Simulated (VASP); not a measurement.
Set up this calculation in VASP 6.6.1, as the native input.

```yaml
Task: single point
Functional: r2SCAN
Potentials_or_basis: VASP PAW PBE potentials, release 64 (Tc_pv)
Cutoff: 520 eV
k_mesh: 10 × 10 × 10
Occupations: methfessel-paxton, width 0.1 eV
Spin: no spin polarisation
Dipole_correction: no
Further_INCAR_settings: ALGO = Normal; EDIFF = 1e-07; NBANDS = 12
```

Tc:

```
Tc
1.0
     0.00000    1.92795    1.92795
     1.92795    0.00000    1.92795
     1.92795    1.92795    0.00000
Tc
1
Direct
  0.00000 0.00000 0.00000
```

This isn't the form of Tc at room conditions, which is hcp.

The input as run:

POSCAR

```
Tc
1.0
    0.0000000000      1.9279462370      1.9279462370
    1.9279462370      0.0000000000      1.9279462370
    1.9279462370      1.9279462370      0.0000000000
Tc
1
Direct
    0.0000000000      0.0000000000      0.0000000000
```

INCAR.step1

```
ALGO = Normal
EDIFF = 1E-4
ENCUT = 520
GGA = PE
ISMEAR = 1
LASPH = T
LCHARG = F
LREAL = F
LWAVE = T
NBANDS = 12
NELM = 80
PREC = Accurate
SIGMA = 0.1
```

INCAR.step2

```
ALGO = Normal
EDIFF = 1E-7
ENCUT = 520
ISIF = 2
ISMEAR = 1
ISTART = 1
LASPH = T
LCHARG = F
LMIXTAU = T
LREAL = F
LWAVE = F
METAGGA = R2SCAN
NBANDS = 12
NELM = 80
PREC = Accurate
SIGMA = 0.1
```

KPOINTS

```
k-points
0
Gamma
  10 10 10
```

Potentials or basis: VASP PAW PBE potentials, release 64 (Tc_pv).

Run with:

```bash
$ cat potpaw_PBE.64/Tc_pv/POTCAR > POTCAR
$ cp INCAR.step1 INCAR
$ mpirun -np 1 vasp_std > vasp.out
$ cp INCAR.step2 INCAR
$ mpirun -np 1 vasp_std > vasp.out
```

Results of the run:

```json
{"Pressure": "0.3 GPa", "Band gap on the k mesh": "zero (an odd number of electrons rules out a gap without spin polarisation)"}
```

Caveat: the PAW data sets were made with another functional, which shifts forces and pressure a little.

Wall time 42 s on 1 thread of Intel Xeon 8259CL (shared host), peak memory 0.13 GiB.
